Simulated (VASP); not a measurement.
# Pd: single point with LDA

Pd:

```
Pd
1.0
     0.00000    1.95865    1.95865
     1.95865    0.00000    1.95865
     1.95865    1.95865    0.00000
Pd
1
Direct
  0.00000 0.00000 0.00000
```

```
Program                : VASP 6.6.1
Task                   : single point
Functional             : LDA
Potentials or basis    : VASP PAW LDA potentials, release 64 (Pd)
Cutoff                 : 520 eV
k mesh                 : 8 × 8 × 8
Occupations            : gaussian, width 0.1 eV
Spin                   : no spin polarisation
Dipole correction      : no
Further INCAR settings : ALGO = Normal; EDIFF = 1e-07; NBANDS = 11
```

```yaml
Pressure: -10.6 GPa
Band_gap_on_the_k_mesh: zero (band 5 reaches 9.60 eV, above the bottom of band 6 at 8.05 eV)
```

Levels at points of the mesh, in eV from the Fermi level:
```
           k point  band 2  band 3  band 4  band 5  band 6  band 7  band 8  band 9
(0.00, 0.00, 0.00)   -2.86   -2.86   -2.86   -1.26   -1.26   17.02   21.63   21.63
(0.50, 0.00, 0.00)   -2.90   -2.90   -0.08   -0.08    0.88    7.02   16.38   20.64
(0.50, 0.50, 0.00)   -5.08   -0.11    0.22    0.22    3.15   10.43   12.86   12.86
```

It took 5.9 s on 1 thread of Intel(R) Xeon(R) Platinum 8488C (Sapphire Rapids) (shared host), peak memory 0.13 GiB.
